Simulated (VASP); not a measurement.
# Ag (I4/mmm) in VASP: a series of runs

Runs on Ag. Level: PBEsol. Tasks: single point.

All numbers are computed with VASP 6.6.1; they aren't measurements. Logs are shortened: lines on timing, memory, paths and dates and some standing lists are left out, and cuts for length are marked.

## 1. The cell of the first run

Symmetry: I4/mmm, No. 139, tetragonal system. The conventional cell has a = 3.311 Å, b = 3.311 Å, c = 3.187 Å, α = 90.00°, β = 90.00°, γ = 90.00°. Within 3.7 Å of Ag (site symmetry 4/mmm) lie 14 Ag at 2.83 to 3.31 Å.

## 2. Single point, PBEsol (strain -0.0375 x Voigt [0, 0, 1, 0, 0, 0])

INCAR

```
SYSTEM = Ag
PREC     = Accurate       ! precision mode
ENCUT    = 520            ! plane-wave cutoff, eV
EDIFF    = 1E-7           ! SCF threshold, eV
ISMEAR   = 0              ! smearing method
SIGMA    = 0.15           ! smearing width, eV
LREAL    = .False.        ! projectors in reciprocal space
LASPH    = .True.         ! aspherical terms in the spheres
NELM     = 80             ! most SCF steps
ALGO     = Normal         ! electronic algorithm
ISIF     = 2              ! what is computed and relaxed
LWAVE    = .False.        ! write WAVECAR
LCHARG   = .True.         ! write CHGCAR
GGA      = PS             ! functional
LELF     = .True.         ! ELF
LVHAR    = .True.       
NBANDS   = 12             ! bands
```

KPOINTS

```
Automatic mesh
0
Gamma
  20 20 20
  0 0 0
```

POSCAR

```
Ag
1.0
   -1.6556540000      1.6556540000      1.5935669750
    1.6556540000     -1.6556540000      1.5935669750
    1.6556540000      1.6556540000     -1.5935669750
Ag
1
Direct
    0.0000000000      0.0000000000      0.0000000000
```

Potentials or basis: VASP PAW PBE potentials, release 64 (Ag).

Started as:

```bash
$ cat potpaw_PBE.64/Ag/POTCAR > POTCAR
$ mpirun -np 1 vasp_std > vasp.out
```

OUTCAR:

```text
SYSTEM = Ag
   PREC = Accurate
   ENCUT = 520
   EDIFF = 1E-7
   ISMEAR = 0
   LREAL = .False.
   LASPH = .True.
   NELM = 80
   ISIF = 2
   GGA = PS

 ion  position               nearest neighbor table
   1  0.000  0.000  0.000-

  LATTYP: Found a body centered tetragonal cell.
 ALAT       =     3.3113080000
 C/A-ratio  =     0.9625000000

  Lattice vectors:

 A1 = (  -1.6556540000,   1.6556540000,   1.5935669750)
 A2 = (   1.6556540000,  -1.6556540000,   1.5935669750)
 A3 = (   1.6556540000,   1.6556540000,  -1.5935669750)

Analysis of symmetry for initial positions (statically):
=====================================================================
 Subroutine PRICEL returns:
 Original cell was already a primitive cell.

 Routine SETGRP: Setting up the symmetry group for a
 body centered tetragonal supercell.

 Subroutine GETGRP returns: Found 16 space group operations
 (whereof 16 operations were pure point group operations)
 out of a pool of 16 trial point group operations.

The static configuration has the point symmetry D_4h.

Analysis of symmetry for dynamics (positions and initial velocities):
=====================================================================
 Subroutine PRICEL returns:
 Original cell was already a primitive cell.

 Routine SETGRP: Setting up the symmetry group for a
 body centered tetragonal supercell.

 Subroutine GETGRP returns: Found 16 space group operations
 (whereof 16 operations were pure point group operations)
 out of a pool of 16 trial point group operations.

The dynamic configuration has the point symmetry D_4h.

 Subroutine INISYM returns: Found 16 space group operations
 (whereof 16 operations are pure point group operations),
 and found     1 'primitive' translations

----------------------------------------------------------------------------------------

                                     Primitive cell

  volume of cell :      17.4731

  direct lattice vectors                    reciprocal lattice vectors
    -1.655654000  1.655654000  1.593566975     0.000000000  0.301995465  0.313761522
     1.655654000 -1.655654000  1.593566975     0.301995465  0.000000000  0.313761522
     1.655654000  1.655654000 -1.593566975     0.301995465  0.301995465  0.000000000

  length of vectors
     2.832284597  2.832284597  2.832284597     0.435485423  0.435485423  0.427086083

  position of ions in fractional coordinates (direct lattice)
     0.000000000  0.000000000  0.000000000
[... 77 lines left out ...]
   LREAL  =      F    real-space projection
   EDIFFG = 0.1E-05   stopping-criterion for IOM
   NSW    =      0    number of steps for IOM
   IBRION =     -1    ionic relax: 0-MD 1-quasi-New 2-CG
   NFREE  =      0    steps in history (QN), initial steepest desc. (CG)
   ISIF   =      2    stress and relaxation
   ISYM   =      2    0-nonsym 1-usesym 2-fastsym
   POTIM  = 0.5000    time-step for ionic-motion
   TEBEG  =    0.0;   TEEND  =   0.0 temperature during run
   PSTRESS=    0.0 pullay stress
   NELECT =      11.0000    total number of electrons
   NUPDOWN=      -1.0000    fix difference up-down
   EMIN   =  10.00;   EMAX   =-10.00  energy-range for DOS
   EFERMI =   0.00;   METHOD = LEGACY
   ISMEAR =     0;   SIGMA  =   0.15  broadening in eV -4-tet -1-fermi 0-gaus
   EFERMI_NEDOS =   21; number of points for ismear=-14 and -15
   IALGO  =     38    algorithm
   IMIX   =      4    mixing-type and parameters
     AMIX     =   0.40;   BMIX     =  1.00
     AMIX_MAG =   1.60;   BMIX_MAG =  1.00
  volume/ion in A,a.u.               =      17.47       117.91
  Fermi-wavevector in a.u.,A,eV,Ry     =   1.403080  2.651438 26.784901  1.968635
  Thomas-Fermi vector in A             =   2.525778
   LORBIT       =      0    0 simple, 1 ext, 2 COOP (PROOUT), +10 PAW based schemes
   GGA     = PS    functional components
   LHFCALC =     F    Hartree Fock is set to
   AEXX    =    0.0000 exact exchange contribution
   IVDW    =     0    specifies the selected vdW correction
   LEPSILON=     F    determine dielectric tensor
   LRPA    =     F    only Hartree local field effects (RPA)
 non-spin polarized calculation
 Gauss-broadening in eV      SIGMA  =   0.15
  energy-cutoff  :      520.00
  volume of cell :       17.47
 maximum number of plane-waves:       482
 NGX is ok and might be reduce to    24
   NGX = 11   NGY = 11   NGZ = 11

 number of electron      11.0000001 magnetization

 Free energy of the ion-electron system (eV)
  ---------------------------------------------------
  ext. energy  EPLUGINS =         0.00000000
  ---------------------------------------------------
  free energy    TOTEN  =        -3.26217222 eV

  energy without entropy =       -3.25770428  energy(sigma->0) =       -3.25993825

 E-fermi :   7.8980     XC(G=0): -12.2659

 val. band max:        7.8820711079   @ k =   0.4000   0.0500   0.0500
 cond. band min:       7.8998821023   @ k =   0.5000   0.5000   0.0500
 fundamental gap:      0.0178109944
 Fermi energy:         7.8980401753

 k-point     1 :       0.0000    0.0000    0.0000
  band No.  band energies     occupation
      1       0.2530      2.00000
      2       2.9908      2.00000
      3       3.1657      2.00000
      4       3.1657      2.00000
      5       4.2888      2.00000
      6       4.4896      2.00000
      7      25.5201      0.00000
      8      25.5201      0.00000
      9      26.2204      0.00000
     10      31.3710      0.00000
     11      31.3710      0.00000
     12      31.8239      0.00000
[... 331 lines left out ...]
 k-point    24 :      -0.3500    0.0500    0.0000
  band No.  band energies     occupation
      1       1.8862      2.00000
      2       2.5018      2.00000
      3       4.1946      2.00000
      4       4.3061      2.00000
      5       4.5087      2.00000
      6       5.0991      2.00000
      7      17.0121      0.00000
      8      21.8755      0.00000
      9      23.3482      0.00000
     10      27.1449      0.00000
     11      28.7122      0.00000
     12      32.2311      0.00000

 [... further k-points ...]
[... 5 lines left out ...]
  --------------------------------------------------------------------------------------
  -------------------------------------------------------------------------------------
  Total       -0.4385900     -0.4385900     -0.5364245      0.0000000     -0.0000000      0.0000000
  in kB      -40.2160864    -40.2160864    -49.1869290      0.0000000     -0.0000000      0.0000000
  external PRESSURE =     -43.2063673 kB  Pullay stress =       0.0000000 kB

 VOLUME and BASIS-vectors are now :
 -----------------------------------------------------------------------------
  energy-cutoff  :      520.00
  volume of cell :       17.47
      direct lattice vectors                 reciprocal lattice vectors
    -1.655654000  1.655654000  1.593566975     0.000000000  0.301995465  0.313761522
     1.655654000 -1.655654000  1.593566975     0.301995465  0.000000000  0.313761522
     1.655654000  1.655654000 -1.593566975     0.301995465  0.301995465  0.000000000

 POSITION                                       TOTAL-FORCE (eV/Angst)
 -----------------------------------------------------------------------------------
      0.00000      0.00000      0.00000        -0.000000      0.000000      0.000000
 -----------------------------------------------------------------------------------
    total drift:                               -0.000000      0.000000      0.000000

  FREE ENERGIE OF THE ION-ELECTRON SYSTEM (eV)
  ---------------------------------------------------
  free  energy   TOTEN  =        -3.2621722239 eV

  energy  without entropy=       -3.2577042824  energy(sigma->0) =       -3.25993825
```

Wall time 61 s (1 thread of AMD EPYC 9R45 (Zen 5), shared host); peak memory 0.22 GiB.

Results:

```
Free energy : -3.2622 eV
Pressure    : -4.3 GPa
```

Caveat: the cell differs from its parent crystal (strain -0.0375 x Voigt [0, 0, 1, 0, 0, 0]); the PAW data sets were made with another functional, which shifts forces and pressure a little.

## 3. Single point, PBEsol (strain +0.0375 x Voigt [0, 0, 1, 0, 0, 0])

INCAR

```
SYSTEM = Ag
PREC = Accurate
ENCUT = 520
EDIFF = 1E-6
ISMEAR = 0
SIGMA = 0.15
LREAL = .FALSE.
LASPH = .TRUE.
NELM = 60
ALGO = Fast
ISIF = 2
LWAVE = .FALSE.
LCHARG = .FALSE.
GGA = PS
NBANDS = 12
```

KPOINTS

```
Automatic mesh
0
G
  20 20 20
  0 0 0
```

POSCAR

```
Ag
1.0
   -1.6556540000      1.6556540000      1.7177410250
    1.6556540000     -1.6556540000      1.7177410250
    1.6556540000      1.6556540000     -1.7177410250
Ag
1
Direct
    0.0000000000      0.0000000000      0.0000000000
```

Potentials or basis: VASP PAW PBE potentials, release 64 (Ag).

Started as:

```bash
$ cat potpaw_PBE.64/Ag/POTCAR > POTCAR
$ mpirun -np 1 vasp_std > vasp.out
```

OUTCAR:

```text
SYSTEM = Ag
   PREC = Accurate
   ENCUT = 520
   EDIFF = 1E-6
   ISMEAR = 0
   LREAL = .FALSE.
   LASPH = .TRUE.
   NELM = 60
   ISIF = 2
   GGA = PS

 ion  position               nearest neighbor table
   1  0.000  0.000  0.000-

  LATTYP: Found a body centered tetragonal cell.
 ALAT       =     3.3113080000
 C/A-ratio  =     1.0375000000

  Lattice vectors:

 A1 = (  -1.6556540000,   1.6556540000,   1.7177410250)
 A2 = (   1.6556540000,  -1.6556540000,   1.7177410250)
 A3 = (   1.6556540000,   1.6556540000,  -1.7177410250)

Analysis of symmetry for initial positions (statically):
=====================================================================
 Subroutine PRICEL returns:
 Original cell was already a primitive cell.

 Routine SETGRP: Setting up the symmetry group for a
 body centered tetragonal supercell.

 Subroutine GETGRP returns: Found 16 space group operations
 (whereof 16 operations were pure point group operations)
 out of a pool of 16 trial point group operations.

The static configuration has the point symmetry D_4h.

Analysis of symmetry for dynamics (positions and initial velocities):
[... 162 lines left out ...]
 cond. band min:       6.9602796005   @ k =   0.5000   0.3500   0.0500
 fundamental gap:      0.0323336073
 Fermi energy:         6.9360162881

 k-point     1 :       0.0000    0.0000    0.0000
  band No.  band energies     occupation
      1      -0.1909      2.00000
      2       2.3491      2.00000
      3       2.3491      2.00000
      4       2.4895      2.00000
      5       3.4515      2.00000
      6       3.6048      2.00000
      7      24.1121      0.00000
      8      24.6725      0.00000
      9      24.6725      0.00000
     10      28.7403      0.00000
     11      29.6442      0.00000
     12      29.6446      0.00000
[... 331 lines left out ...]
 k-point    24 :      -0.3500    0.0500   -0.0000
  band No.  band energies     occupation
      1       1.3118      2.00000
      2       1.9585      2.00000
      3       3.2952      2.00000
      4       3.4296      2.00000
      5       3.6670      2.00000
      6       4.2217      2.00000
      7      15.1184      0.00000
      8      20.9216      0.00000
      9      22.0804      0.00000
     10      25.7889      0.00000
     11      27.1064      0.00000
     12      29.1488      0.00000

 [... further k-points ...]
[... 5 lines left out ...]
  --------------------------------------------------------------------------------------
  -------------------------------------------------------------------------------------
  Total       -1.1440348     -1.1440348     -1.0911742      0.0000000      0.0000000      0.0000000
  in kB      -97.3179511    -97.3179511    -92.8213385      0.0000000      0.0000000      0.0000000
  external PRESSURE =     -95.8190802 kB  Pullay stress =       0.0000000 kB

 VOLUME and BASIS-vectors are now :
 -----------------------------------------------------------------------------
  energy-cutoff  :      520.00
  volume of cell :       18.83
      direct lattice vectors                 reciprocal lattice vectors
    -1.655654000  1.655654000  1.717741025     0.000000000  0.301995465  0.291079966
     1.655654000 -1.655654000  1.717741025     0.301995465  0.000000000  0.291079966
     1.655654000  1.655654000 -1.717741025     0.301995465  0.301995465  0.000000000

 POSITION                                       TOTAL-FORCE (eV/Angst)
 -----------------------------------------------------------------------------------
      0.00000      0.00000      0.00000        -0.000000      0.000000      0.000000
 -----------------------------------------------------------------------------------
    total drift:                               -0.000000      0.000000      0.000000

  FREE ENERGIE OF THE ION-ELECTRON SYSTEM (eV)
  ---------------------------------------------------
  free  energy   TOTEN  =        -3.2011652972 eV

  energy  without entropy=       -3.1967731460  energy(sigma->0) =       -3.19896922
```

OSZICAR:

```text
N       E                     dE             d eps       ncg     rms          rms(c)
DAV:   1     0.515724188833E+02    0.51572E+02   -0.53866E+03 15520   0.814E+02
DAV:   2    -0.268162199684E+01   -0.54254E+02   -0.51148E+02 17884   0.189E+02
DAV:   3    -0.350816017134E+01   -0.82654E+00   -0.82599E+00 17908   0.250E+01
DAV:   4    -0.351070517817E+01   -0.25450E-02   -0.25449E-02 17364   0.145E+00
DAV:   5    -0.351072647729E+01   -0.21299E-04   -0.21299E-04 17624   0.120E-01    0.437E+00
RMM:   6    -0.320951149566E+01    0.30121E+00   -0.51713E-01 15443   0.639E+00    0.270E+00
RMM:   7    -0.320414552210E+01    0.53660E-02   -0.75800E-03 17219   0.978E-01    0.163E+00
RMM:   8    -0.320117187235E+01    0.29736E-02   -0.50469E-04 17646   0.234E-01    0.159E-01
RMM:   9    -0.320116518956E+01    0.66828E-05   -0.69045E-05 18293   0.704E-02    0.437E-02
RMM:  10    -0.320116478807E+01    0.40149E-06   -0.13215E-05 18149   0.292E-02    0.110E-02
RMM:  11    -0.320116529722E+01   -0.50915E-06   -0.35406E-06 15178   0.122E-02
   1 F= -.32011653E+01 E0= -.31989692E+01  d E =-.439215E-02
```

stdout:

```text
POSCAR found type information on POSCAR Ag
 POSCAR found :  1 types and       1 ions
 scaLAPACK will be used
 -----------------------------------------------------------------------------
|                                                                             |
|                                                                             |
|     You enforced a specific xc type in the INCAR file but a different       |
|     I HOPE YOU KNOW WHAT YOU ARE DOING!                                     |
|                                                                             |
 -----------------------------------------------------------------------------

 LDA part: xc-table for (Slater+PW92), standard interpolation
 POSCAR, INCAR and KPOINTS ok, starting setup
 FFT: planning ... GRIDC
 FFT: planning ... GRID_SOFT
 FFT: planning ... GRID
 WAVECAR not read
 entering main loop
```

Wall time 61 s (1 thread of AMD EPYC 9R45 (Zen 5), shared host); peak memory 0.22 GiB.

Results:

| Quantity | Value |
| --- | --- |
| Free energy | -3.2012 eV |
| Pressure | -9.6 GPa |

Stress tensor (GPa, compression positive):
```
-9.73  0.00  0.00
 0.00 -9.73  0.00
 0.00  0.00 -9.28
```

Levels at points of the mesh, in eV from the Fermi level:
| k point | band 2 | band 3 | band 4 | band 5 | band 6 | band 7 | band 8 | band 9 | band 10 | band 11 |
| --- | --- | --- | --- | --- | --- | --- | --- | --- | --- | --- |
| (0.00, 0.00, 0.00) | -4.59 | -4.59 | -4.45 | -3.48 | -3.33 | 17.18 | 17.74 | 17.74 | 21.80 | 22.71 |
| (0.50, 0.00, 0.00) | -5.15 | -3.54 | -3.30 | -2.57 | 0.04 | 3.47 | 13.12 | 13.82 | 18.96 | 20.03 |
| (0.50, 0.50, 0.00) | -5.31 | -3.35 | -3.25 | -2.54 | 0.24 | 3.81 | 12.53 | 13.04 | 18.36 | 19.18 |
| (0.50, 0.50, 0.50) | -5.74 | -2.79 | -2.74 | -2.74 | 5.90 | 6.90 | 6.90 | 11.16 | 12.60 | 12.97 |

Caveat: the cell differs from its parent crystal (strain +0.0375 x Voigt [0, 0, 1, 0, 0, 0]); the PAW data sets were made with another functional, which shifts forces and pressure a little.
